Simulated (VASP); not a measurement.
Wanted: the native input for a VASP 6.6.1 run.

* Task: single point
* Functional: PBE
* Potentials or basis: VASP PAW PBE potentials, release 64 (W_sv, C)
* Cutoff: 520 eV
* k mesh: 12 × 12 × 11
* Occupations: fermi-dirac, width 0.1 eV
* Spin: no spin polarisation
* Dipole correction: no
* Further INCAR settings: ALGO = Normal; EDIFF = 1e-06; NBANDS = 16

The structure of WC lies in POSCAR:

```
WC
1.0
    2.9222670930      0.0000000000      0.0000000000
   -1.4611335465      2.5307575392      0.0000000000
    0.0000000000      0.0000000000      2.8468186481
W C
1 1
Direct
    0.0000000000      0.0000000000      0.0000000000
    0.6666666667      0.3333333333      0.5000000000
```

The input as run:

INCAR

```
SYSTEM = WC
  ALGO = Normal
  EDIFF = 1E-6
  ENCUT = 520
  GGA = PE
  ISIF = 2
  ISMEAR = -1
  LASPH = .TRUE.
  LCHARG = .FALSE.
  LREAL = .FALSE.
  LWAVE = .FALSE.
  NBANDS = 16
  NELM = 60
  PREC = Accurate
  SIGMA = 0.1
```

KPOINTS

```
k-points
0
G
  12 12 11
  0 0 0
```

Potentials or basis: VASP PAW PBE potentials, release 64 (W_sv, C).

Run with:

```bash
$ cat potpaw_PBE.64/W_sv/POTCAR potpaw_PBE.64/C/POTCAR > POTCAR
$ mpirun -np 1 vasp_std > vasp.out
```

It gave:

* Pressure: 1.0 GPa
* Band gap on the k mesh: zero (bands 9 and 10 overlap by 1.17 eV)

Caveat: spin-orbit coupling is left out, which moves the levels of the heavy elements.

Run time: 26 s on 1 thread of Intel Xeon 8259CL, with other jobs on the host, peak memory 0.17 GiB.
